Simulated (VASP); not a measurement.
# Ni in VASP: a series of runs, part 2 of 2

VASP 6.6.1. The steps go on from the part before.

## 3. Single point, PBEsol, collinear spin, ferromagnetic start

INCAR reads:

```
PREC = Accurate
ENCUT = 520
EDIFF = 1E-7
ISMEAR = -1
SIGMA = 0.1
LREAL = F
LASPH = T
NELM = 150
ALGO = Normal
ISIF = 2
LWAVE = F
LCHARG = F
ISPIN = 2
MAGMOM = 1 1 1 1 1 1
LORBIT = 11
LMAXMIX = 4
LDIPOL = T
IDIPOL = 3
DIPOL = 0.5 0.5 0.500
GGA = PS
NBANDS = 43
```

KPOINTS reads:

```
regular mesh
0
Gamma
  15 15 1
```

POSCAR reads:

```
Ni
1.0
    2.4497647886      0.0000000000      0.0000000000
   -1.2248823943      2.1215585402      0.0000000000
    0.0000000000      0.0000000000     26.0011000000
Ni
6
Direct
    0.1666666667      0.3333333333      0.3087123826
    0.5000000000      1.0000000000      0.3846003367
    0.8333333333      0.6666666667      0.4615080616
    0.1666666667      0.3333333333      0.5384917694
    0.5000000000      1.0000000000      0.6153997521
    0.8333333333      0.6666666667      0.6912876969
```

Potentials or basis: VASP PAW PBE potentials, release 64 (Ni).

Launch:

```sh
$ cat potpaw_PBE.64/Ni/POTCAR > POTCAR
$ mpirun -np 1 vasp_std > vasp.out
```

OUTCAR:

```text
PREC = Accurate
   ENCUT = 520
   EDIFF = 1E-7
   ISMEAR = -1
   LREAL = F
   LASPH = T
   NELM = 150
   ISIF = 2
   ISPIN = 2
   LORBIT = 11
   GGA = PS

 ion  position               nearest neighbor table
   1  0.167  0.333  0.309-   2 2.43   2 2.43   2 2.43
   2  0.500  0.000  0.385-   1 2.43   1 2.43   1 2.43   3 2.45   3 2.45   3 2.45
   3  0.833  0.667  0.462-   2 2.45   2 2.45   2 2.45   4 2.45   4 2.45   4 2.45
   4  0.167  0.333  0.538-   5 2.45   5 2.45   5 2.45   3 2.45   3 2.45   3 2.45
   5  0.500  0.000  0.615-   6 2.43   6 2.43   6 2.43   4 2.45   4 2.45   4 2.45
   6  0.833  0.667  0.691-   5 2.43   5 2.43   5 2.43

  LATTYP: Found a hexagonal cell.
 ALAT       =     2.4497647886
 C/A-ratio  =    10.6137128434

  Lattice vectors:

[... 2407 lines left out ...]
      1.22488      0.00000     10.00003         0.000000     -0.000000      0.005024
      1.22488      1.41437     11.99972        -0.000000      0.000000     -0.000273
      0.00000      0.70719     14.00138        -0.000000     -0.000000      0.000273
      1.22488      0.00000     16.00107         0.000000      0.000000     -0.005024
      1.22488      1.41437     17.97424         0.000000      0.000000      0.003183
 -----------------------------------------------------------------------------------
    total drift:                                0.000000     -0.000000      0.002722

  FREE ENERGIE OF THE ION-ELECTRON SYSTEM (eV)
  ---------------------------------------------------
  free  energy   TOTEN  =       -35.4894287243 eV

  energy  without entropy=      -35.1521368797  energy(sigma->0) =      -35.32078280

 vacuum level on the upper side and lower side of the slab         6.990         6.985

 total charge

# of ion       s       p       d       tot
------------------------------------------
    1        0.512   0.424   8.318   9.253
    2        0.519   0.548   8.336   9.403
    3        0.521   0.544   8.334   9.399
    4        0.521   0.544   8.334   9.399
    5        0.519   0.548   8.336   9.403
    6        0.512   0.424   8.318   9.253
--------------------------------------------------
tot          3.103   3.032  49.977  56.112

 magnetization (x)

# of ion       s       p       d       tot
------------------------------------------
    1       -0.005  -0.023   0.682   0.654
    2       -0.006  -0.024   0.685   0.654
    3       -0.006  -0.024   0.642   0.612
    4       -0.006  -0.024   0.642   0.612
    5       -0.006  -0.024   0.685   0.654
    6       -0.005  -0.023   0.682   0.654
--------------------------------------------------
tot         -0.037  -0.142   4.018   3.839
```

stdout:

```text
POSCAR found type information on POSCAR Ni
 POSCAR found :  1 types and       6 ions
 scaLAPACK will be used
 -----------------------------------------------------------------------------
|                                                                             |
|                                                                             |
|     You enforced a specific xc type in the INCAR file but a different       |
|     I HOPE YOU KNOW WHAT YOU ARE DOING!                                     |
|                                                                             |
 -----------------------------------------------------------------------------

 LDA part: xc-table for (Slater+PW92), standard interpolation
 POSCAR, INCAR and KPOINTS ok, starting setup
 FFT: planning ... GRIDC
 FFT: planning ... GRID_SOFT
 FFT: planning ... GRID
 WAVECAR not read
 entering main loop
```

Run time: 28 min. Hardware: 1 thread of Intel Xeon 8259CL, shared host; peak memory 0.42 GiB.

Results:

```
Free energy                                           : -35.4894 eV
Largest force                                         : 0.005 eV/Å
Net moment                                            : 3.79 μB per cell
Site moments                                          : Ni +0.65, +0.61 (each value once) μB
Valence electrons inside the program's atomic spheres : Ni 9.25, 9.40 (each value once)
```

Forces in eV/Å, atoms in the order of the input:
```
Ni   0.000  0.000 -0.003
Ni   0.000  0.000  0.005
Ni   0.000  0.000  0.000
Ni   0.000  0.000  0.000
Ni   0.000  0.000 -0.005
Ni   0.000  0.000  0.003
```

Levels at points of the mesh, in eV from the Fermi level:
Spin up:
```tsv
k point	band 29	band 30	band 31	band 32	band 33	band 34	band 35	band 36
(0.00, 0.00, 0.00)	-1.18	-0.91	-0.91	-0.68	-0.68	-0.58	-0.58	-0.34
```
Spin down:
```csv
k point,band 24,band 25,band 26,band 27,band 28,band 29,band 30,band 31
"(0.00, 0.00, 0.00)",-0.69,-0.69,-0.66,-0.66,-0.51,-0.51,-0.25,-0.23
```

Caveat: the PAW data sets were made with another functional, which shifts forces and pressure a little.
